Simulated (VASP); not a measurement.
# TaV (Pm-3m) in VASP: further runs

TaV is run at these levels: PBE; tasks: single point, relaxation of cell and atoms.

All numbers are computed with VASP 6.6.1; they aren't measurements. Logs are shortened: lines on timing, memory, paths and dates and some standing lists are left out, and cuts for length are marked.

## (1) The cell of the first run

It takes space group Pm-3m (No. 221, cubic). The conventional cell has a = 3.172 Å, b = 3.172 Å, c = 3.172 Å, α = 90.00°, β = 90.00°, γ = 90.00°. Within 3.6 Å of Ta (site symmetry m-3m) lie 8 V at 2.75 Å and 6 Ta at 3.17 Å. Within 3.6 Å of V (site symmetry m-3m) lie 8 Ta at 2.75 Å and 6 V at 3.17 Å.

## (2) Single point, PBE, collinear spin, ferromagnetic start

File INCAR:

```
SYSTEM = TaV
ALGO = Normal
EDIFF = 1E-6
ENCUT = 520
GGA = PE
ISIF = 2
ISMEAR = 0
ISPIN = 2
LASPH = .True.
LCHARG = .False.
LMAXMIX = 4
LORBIT = 11
LREAL = .False.
LWAVE = .False.
MAGMOM = 0 0.48
NBANDS = 23
NELM = 150
PREC = Accurate
SIGMA = 0.1
```

File KPOINTS:

```
k-points
0
Gamma
  6 6 6
  0 0 0
```

File POSCAR:

```
TaV
1.0
    3.1717163838      0.0000000000      0.0000000000
    0.0000000000      3.1717163838      0.0000000000
    0.0000000000      0.0000000000      3.1717163838
Ta V
1 1
Direct
    0.0000000000      0.0000000000      0.0000000000
    0.5000000000      0.5000000000      0.5000000000
```

Potentials or basis: VASP PAW PBE potentials, release 64 (Ta_pv, V_sv).

Command:

```console
cat potpaw_PBE.64/Ta_pv/POTCAR potpaw_PBE.64/V_sv/POTCAR > POTCAR
mpirun -np 1 vasp_std > vasp.out
```

OUTCAR:

```text
SYSTEM = TaV
   EDIFF = 1E-6
   ENCUT = 520
   GGA = PE
   ISIF = 2
   ISMEAR = 0
   ISPIN = 2
   LASPH = .True.
   LORBIT = 11
   LREAL = .False.
   NELM = 150
   PREC = Accurate

 ion  position               nearest neighbor table
   1  0.000  0.000  0.000-   2 2.75   2 2.75   2 2.75   2 2.75   2 2.75   2 2.75   2 2.75   2 2.75

   2  0.500  0.500  0.500-   1 2.75   1 2.75   1 2.75   1 2.75   1 2.75   1 2.75   1 2.75   1 2.75

  LATTYP: Found a simple cubic cell.
 ALAT       =     3.1717163838

  Lattice vectors:

 A1 = (   3.1717163838,   0.0000000000,   0.0000000000)
 A2 = (   0.0000000000,   3.1717163838,   0.0000000000)
 A3 = (   0.0000000000,   0.0000000000,   3.1717163838)

Analysis of symmetry for initial positions (statically):
=====================================================================
 Subroutine PRICEL returns:
 Original cell was already a primitive cell.

 Routine SETGRP: Setting up the symmetry group for a
 simple cubic supercell.

 Subroutine GETGRP returns: Found 48 space group operations
 (whereof 48 operations were pure point group operations)
 out of a pool of 48 trial point group operations.

The static configuration has the point symmetry O_h .

Analysis of symmetry for dynamics (positions and initial velocities):
=====================================================================
 Subroutine PRICEL returns:
 Original cell was already a primitive cell.

 Routine SETGRP: Setting up the symmetry group for a
 simple cubic supercell.

 Subroutine GETGRP returns: Found 48 space group operations
 (whereof 48 operations were pure point group operations)
 out of a pool of 48 trial point group operations.

The dynamic configuration has the point symmetry O_h .

Analysis of structural, dynamic, and magnetic symmetry:
=====================================================================
 Subroutine PRICEL returns:
 Original cell was already a primitive cell.

 Routine SETGRP: Setting up the symmetry group for a
 simple cubic supercell.

 Subroutine GETGRP returns: Found 48 space group operations
 (whereof 48 operations were pure point group operations)
 out of a pool of 48 trial point group operations.

The overall configuration has the point symmetry O_h .

 Subroutine INISYM returns: Found 48 space group operations
 (whereof 48 operations are pure point group operations),
 and found     1 'primitive' translations

----------------------------------------------------------------------------------------

                                     Primitive cell

  volume of cell :      31.9068

  direct lattice vectors                    reciprocal lattice vectors
     3.171716384  0.000000000  0.000000000     0.315286703  0.000000000  0.000000000
     0.000000000  3.171716384  0.000000000     0.000000000  0.315286703  0.000000000
     0.000000000  0.000000000  3.171716384     0.000000000  0.000000000  0.315286703

  length of vectors
     3.171716384  3.171716384  3.171716384     0.315286703  0.315286703  0.315286703

  position of ions in fractional coordinates (direct lattice)
     0.000000000  0.000000000  0.000000000
     0.500000000  0.500000000  0.500000000

  ion indices of the primitive-cell ions
   primitive index   ion index
                 1           1
                 2           2

----------------------------------------------------------------------------------------

 KPOINTS: k-points

Automatic generation of k-mesh.
 Grid dimensions read from file:
 generate k-points for:    6    6    6

 Generating k-lattice:

  Cartesian coordinates                     Fractional coordinates (reciprocal lattice)
     0.052547784  0.000000000  0.000000000     0.166666667  0.000000000  0.000000000
     0.000000000  0.052547784  0.000000000     0.000000000  0.166666667  0.000000000
     0.000000000  0.000000000  0.052547784     0.000000000  0.000000000  0.166666667

  Length of vectors
     0.052547784  0.052547784  0.052547784

  Shift w.r.t. Gamma in fractional coordinates (k-lattice)
     0.000000000  0.000000000  0.000000000

 Subroutine IBZKPT returns following result:
 ===========================================

 Found     20 irreducible k-points:

 Following reciprocal coordinates:
            Coordinates               Weight
  0.000000  0.000000  0.000000      1.000000
  0.166667  0.000000  0.000000      6.000000
  0.333333  0.000000  0.000000      6.000000
  0.500000  0.000000  0.000000      3.000000
  0.166667  0.166667  0.000000     12.000000
  0.333333  0.166667  0.000000     24.000000
[... 12 lines left out ...]
  0.500000  0.500000  0.333333      6.000000
  0.500000  0.500000  0.500000      1.000000
   k-points           NKPTS =     20   k-points in BZ     NKDIM =     20   number of bands    NBANDS=     23
   number of dos      NEDOS =    301   number of ions     NIONS =      2
   total plane-waves  NPLWV =  13824
   dimension x,y,z NGX =    24 NGY =   24 NGZ =   24
   dimension x,y,z NGXF=    48 NGYF=   48 NGZF=   48
   ions per type =               1   1
   NGX,Y,Z   is equivalent  to a cutoff of  12.58, 12.58, 12.58 a.u.
   NGXF,Y,Z  is equivalent  to a cutoff of  25.16, 25.16, 25.16 a.u.
 SYSTEM =  TaV
   PREC   = accura    normal or accurate (medium, high low for compatibility)
   ISTART =      0    job   : 0-new  1-cont  2-samecut
   ICHARG =      2    charge: 1-file 2-atom 10-const
   ISPIN  =      2    spin polarized calculation?
   LNONCOLLINEAR =      F non collinear calculations
   LSORBIT =      F    spin-orbit coupling
   LASPH  =      T    aspherical Exc in radial PAW
   ENCUT  =  520.0 eV  38.22 Ry    6.18 a.u.   5.90  5.90  5.90*2*pi/ulx,y,z
   NELM   =    150;   NELMIN=  2; NELMDL= -5     # of ELM steps
   EDIFF  = 0.1E-05   stopping-criterion for ELM
   LREAL  =      F    real-space projection
   EDIFFG = 0.1E-04   stopping-criterion for IOM
   NSW    =      0    number of steps for IOM
   IBRION =     -1    ionic relax: 0-MD 1-quasi-New 2-CG
   NFREE  =      0    steps in history (QN), initial steepest desc. (CG)
   ISIF   =      2    stress and relaxation
   ISYM   =      2    0-nonsym 1-usesym 2-fastsym
   POTIM  = 0.5000    time-step for ionic-motion
   TEBEG  =    0.0;   TEEND  =   0.0 temperature during run
   PSTRESS=    0.0 pullay stress
   NELECT =      24.0000    total number of electrons
   NUPDOWN=      -1.0000    fix difference up-down
   EMIN   =  10.00;   EMAX   =-10.00  energy-range for DOS
   EFERMI =   0.00;   METHOD = LEGACY
   ISMEAR =     0;   SIGMA  =   0.10  broadening in eV -4-tet -1-fermi 0-gaus
   EFERMI_NEDOS =   21; number of points for ismear=-14 and -15
   IALGO  =     38    algorithm
   IMIX   =      4    mixing-type and parameters
     AMIX     =   0.40;   BMIX     =  1.00
     AMIX_MAG =   1.60;   BMIX_MAG =  1.00
  volume/ion in A,a.u.               =      15.95       107.66
  Fermi-wavevector in a.u.,A,eV,Ry     =   1.488850  2.813518 30.159679  2.216674
  Thomas-Fermi vector in A             =   2.601833
   LORBIT       =     11    0 simple, 1 ext, 2 COOP (PROOUT), +10 PAW based schemes
   GGA     = PE    functional components
   LHFCALC =     F    Hartree Fock is set to
   AEXX    =    0.0000 exact exchange contribution
   IVDW    =     0    specifies the selected vdW correction
   LEPSILON=     F    determine dielectric tensor
   LRPA    =     F    only Hartree local field effects (RPA)
 spin polarized calculation
 Gauss-broadening in eV      SIGMA  =   0.10
  energy-cutoff  :      520.00
  volume of cell :       31.91
 maximum number of plane-waves:       912
 NGX is ok and might be reduce to    24
   NGX = 11   NGY = 11   NGZ = 11

 number of electron      24.0000007 magnetization       0.6115762

 Free energy of the ion-electron system (eV)
  ---------------------------------------------------
  ext. energy  EPLUGINS =         0.00000000
  ---------------------------------------------------
  free energy    TOTEN  =       -20.74443697 eV

  energy without entropy =      -20.72617769  energy(sigma->0) =      -20.73530733

 E-fermi :   7.1932     XC(G=0): -12.6658

 val. band max:        7.1757637991   @ k =   0.1667   0.1667   0.1667
 cond. band min:       7.2398501509   @ k =   0.3333   0.1667   0.1667
 fundamental gap:      0.0640863518
 Fermi energy:         7.1932375136

 spin component 1

 k-point     1 :       0.0000    0.0000    0.0000
  band No.  band energies     occupation
      1     -56.5210      1.00000
      2     -30.3624      1.00000
      3     -30.3624      1.00000
      4     -30.3624      1.00000
      5     -26.2921      1.00000
      6     -26.2921      1.00000
[... 15 lines left out ...]
     22      21.7724      0.00000
     23      24.3763      0.00000
[... 470 lines left out ...]
  band No.  band energies     occupation
      1     -56.4986      1.00000
      2     -30.4192      1.00000
      3     -30.4192      1.00000
      4     -30.4192      1.00000
      5     -26.5747      1.00000
      6     -26.5747      1.00000
[... 15 lines left out ...]
     22      16.6535      0.00000
     23      21.0525      0.00000
 Fermi energy:         7.1932375136

 spin component 2

 k-point     1 :       0.0000    0.0000    0.0000
  band No.  band energies     occupation
      1     -56.1531      1.00000
      2     -29.9984      1.00000
      3     -29.9984      1.00000
      4     -29.9984      1.00000
      5     -26.2491      1.00000
      6     -26.2491      1.00000
[... 15 lines left out ...]
     22      21.8201      0.00000
     23      24.5450      0.00000
[... 471 lines left out ...]
      1     -56.1305      1.00000
      2     -30.0542      1.00000
      3     -30.0542      1.00000
      4     -30.0542      1.00000
      5     -26.5334      1.00000
      6     -26.5334      1.00000
[... 15 lines left out ...]
     22      16.8670      0.00000
     23      21.1873      0.00000

------------------------ aborting loop because EDIFF is reached ----------------------------------------

  FORCE on cell =-STRESS in cart. coord.  units (eV):
  Direction    XX          YY          ZZ          XY          YZ          ZX
  --------------------------------------------------------------------------------------
  -------------------------------------------------------------------------------------
  Total        0.0153017      0.0153017      0.0153017      0.0000000     -0.0000000     -0.0000000
  in kB        0.7683655      0.7683655      0.7683655      0.0000000     -0.0000000     -0.0000000
  external PRESSURE =       0.7683655 kB  Pullay stress =       0.0000000 kB

 VOLUME and BASIS-vectors are now :
 -----------------------------------------------------------------------------
  energy-cutoff  :      520.00
  volume of cell :       31.91
      direct lattice vectors                 reciprocal lattice vectors
     3.171716384  0.000000000  0.000000000     0.315286703  0.000000000  0.000000000
     0.000000000  3.171716384  0.000000000     0.000000000  0.315286703  0.000000000
     0.000000000  0.000000000  3.171716384     0.000000000  0.000000000  0.315286703

 POSITION                                       TOTAL-FORCE (eV/Angst)
 -----------------------------------------------------------------------------------
      0.00000      0.00000      0.00000         0.000000      0.000000      0.000000
      1.58586      1.58586      1.58586         0.000000      0.000000      0.000000
 -----------------------------------------------------------------------------------
    total drift:                                0.000000      0.000000     -0.000000

  FREE ENERGIE OF THE ION-ELECTRON SYSTEM (eV)
  ---------------------------------------------------
  free  energy   TOTEN  =       -20.7444369680 eV

  energy  without entropy=      -20.7261776883  energy(sigma->0) =      -20.73530733

 total charge

# of ion       s       p       d       tot
------------------------------------------
    1        0.387   6.170   2.361   8.918
    2        2.315   6.210   3.097  11.621
--------------------------------------------------
tot          2.702  12.380   5.457  20.539

 magnetization (x)

# of ion       s       p       d       tot
------------------------------------------
    1        0.000   0.020   0.060   0.080
    2        0.007   0.017   0.380   0.404
--------------------------------------------------
tot          0.007   0.037   0.441   0.485
```

It took 12 s on 1 thread of Intel Xeon Platinum 8559C (Emerald Rapids), shared host; peak memory 0.16 GiB.

What came out:

- Free energy: -20.7444 eV
- Pressure: 0.1 GPa
- Net moment: 0.61 μB per cell
- Site moments: Ta +0.08; V +0.40 μB
- Valence electrons inside the program's atomic spheres: Ta 8.92; V 11.62

Caveat: spin-orbit coupling is left out, which moves the levels of the heavy elements.

## (3) Single point, PBE, collinear spin, ferromagnetic start

This run uses another cell than the first one, of 16.33 Å³/atom.

File INCAR:

```
PREC = Accurate
ENCUT = 520
EDIFF = 1E-7
ISMEAR = 0
SIGMA = 0.1
LREAL = False
LASPH = True
NELM = 150
ALGO = Normal
ISIF = 2
LWAVE = False
LCHARG = True
ISPIN = 2
MAGMOM = 0 2
LORBIT = 11
LMAXMIX = 4
GGA = PE
LELF = True
LVHAR = True
NBANDS = 23
```

File KPOINTS:

```
regular mesh
0
Gamma
  6 6 6
```

File POSCAR:

```
TaV
1.0
    3.1963756374      0.0000000000      0.0000000000
    0.0000000000      3.1963756374      0.0000000000
    0.0000000000      0.0000000000      3.1963756374
Ta V
1 1
Direct
    0.0000000000      0.0000000000      0.0000000000
    0.5000000000      0.5000000000      0.5000000000
```

Potentials or basis: VASP PAW PBE potentials, release 64 (Ta_pv, V_sv).

Command:

```console
cat potpaw_PBE.64/Ta_pv/POTCAR potpaw_PBE.64/V_sv/POTCAR > POTCAR
mpirun -np 1 vasp_std > vasp.out
```

Wall time 14 s (1 thread of Intel Xeon Platinum 8559C (Emerald Rapids), shared host); peak memory 0.16 GiB.

Results (log left out):

```yaml
Free_energy: -20.7354 eV
Pressure: -4.0 GPa
Net_moment: 0.66 μB per cell
Site_moments: Ta +0.08; V +0.44 μB
Valence_electrons_inside_the_program's_atomic_spheres: Ta 8.88; V 11.58
```

Levels at points of the mesh, in eV from the Fermi level:
Spin up:
| k point | band 9 | band 10 | band 11 | band 12 | band 13 | band 14 | band 15 | band 16 |
| --- | --- | --- | --- | --- | --- | --- | --- | --- |
| (0.00, 0.00, 0.00) | -3.33 | -3.33 | 0.31 | 0.31 | 0.31 | 2.76 | 2.76 | 5.12 |
| (0.50, 0.00, 0.00) | -2.70 | -0.89 | -0.63 | 0.52 | 0.52 | 1.25 | 1.25 | 1.32 |
| (0.50, 0.50, 0.00) | -3.74 | -1.36 | -1.36 | 1.35 | 1.35 | 2.19 | 2.25 | 3.11 |
| (0.50, 0.50, 0.50) | -1.85 | -1.85 | -0.85 | -0.85 | -0.85 | 2.25 | 2.25 | 5.56 |
Spin down:
```tsv
k point	band 8	band 9	band 10	band 11	band 12	band 13	band 14	band 15
(0.00, 0.00, 0.00)	-7.20	-3.19	-3.19	0.68	0.68	0.68	2.92	2.92
(0.50, 0.00, 0.00)	-4.04	-2.48	-0.86	-0.37	0.96	0.96	1.38	1.38
(0.50, 0.50, 0.00)	-3.63	-3.53	-1.05	-1.05	1.53	1.53	2.48	2.51
(0.50, 0.50, 0.50)	-1.69	-1.69	-1.69	-0.48	-0.48	-0.48	2.53	2.53
```

Caveat: the cell stands under tension; spin-orbit coupling is left out, which moves the levels of the heavy elements.

[end of part 1 of 2]
